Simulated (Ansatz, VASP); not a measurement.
Given: the input of a run of VASP 6.6.1 on BeTe.

File INCAR:

```
SYSTEM = BeTe
  PREC = Accurate
  ENCUT = 520
  EDIFF = 1E-6
  ISMEAR = 0
  SIGMA = 0.015
  LREAL = .FALSE.
  LASPH = .TRUE.
  NELM = 80
  ALGO = Normal
  ISIF = 2
  LWAVE = .FALSE.
  LCHARG = .FALSE.
  GGA = PE
  NBANDS = 11
```

Contents of KPOINTS:

```
Automatic mesh
0
G
  8 8 8
  0 0 0
```

POSCAR

```
BeTe
1.0
    0.0000000000      2.7700000000      2.7700000000
    2.7700000000      0.0000000000      2.7700000000
    2.7700000000      2.7700000000      0.0000000000
Te Be
1 1
Direct
    0.7500000000      0.7500000000      0.7500000000
    0.0000000000      0.0000000000      0.0000000000
```

Potentials or basis: VASP PAW PBE potentials, release 64 (Te, Be).

Launch:

```sh
$ cat potpaw_PBE.64/Te/POTCAR potpaw_PBE.64/Be/POTCAR > POTCAR
$ mpirun -np 1 vasp_std > vasp.out
```

Task: Translate it to Ansatz 0.2.0. Potentials there: all-electron LAPW, scalar-relativistic.

Result: As run (the cutoff follows the program's own potentials):

File input.yaml:

```yaml
crystal:
  lattice:
    - [0.0, 2.77, 2.77]
    - [2.77, 0.0, 2.77]
    - [2.77, 2.77, 0.0]
  atoms:
    - { symbol: Te, position: [0.75, 0.75, 0.75] }
    - { symbol: Be, position: [0.0, 0.0, 0.0] }
kpoints:
  mp_grid: { grid: [8, 8, 8] }
scf:
  occupations: { method: gaussian, width: 0.015 }
hamiltonian:
  xc: pbe
  pseudopotentials: { kind: all_electron, lapw: { basis_error: 0.001 } }
output:
  forces: true
  stress: true
  eigenvalues: true
```

Potentials or basis: all-electron LAPW, scalar-relativistic.

Launch:

```console
$ ansatz run input.yaml --threads 1 --pin off --max-ram 3072MiB --backend cpu --events-out ev --progress --plain --runs-dir out
```

Both were run:

|  | VASP | Ansatz | Ansatz less VASP |
| --- | --- | --- | --- |
| gap on the k mesh at the Fermi level (eV) | 1.85 | 1.86 | +0.016 |
| least direct gap on the mesh (eV) | 3.56 | 3.59 | +0.022 |
| pressure (GPa) | 4.5 | 4.3 | -0.18 |

Ansatz ran all-electron here, and VASP with PAW potentials.

Spin-orbit coupling is off throughout.
